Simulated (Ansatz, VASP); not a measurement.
One calculation of Be, two programs

```
Be
1.0
    -1.21553    1.21553    1.25312
     1.21553   -1.21553    1.25312
     1.21553    1.21553   -1.25312
Be
1
Direct
  0.00000 0.00000 0.00000
```

Change from the starting cell: equal xx and yy strain of -3 %, crystal datasets.

Alike in both runs: task electric field gradients; functional PBEsol; k mesh 23 × 23 × 23; occupations fermi-dirac, width 0.03 eV; no spin polarisation.

```csv
,VASP,Ansatz
version,VASP 6.6.1,Ansatz 0.2.0
potentials or method,"VASP PAW PBE potentials, release 64 (Be), cutoff 520 eV","all-electron PAW with datasets made for the crystal, scalar-relativistic"
```

|  | VASP | Ansatz | Ansatz less VASP |
| --- | --- | --- | --- |
| pressure (GPa) | 6.5 | 5.9 | -0.56 |
| traceless stress, the component that is largest in VASP (GPa) | -0.43 | -0.42 | +0.005 |
| size of Vzz on the site where it differs most (V/Å²) | 0.3 | 0.2 | -0.04 |

VASP's potentials were made for PBE, not for PBEsol. Ansatz ran all-electron here, and VASP with PAW potentials.
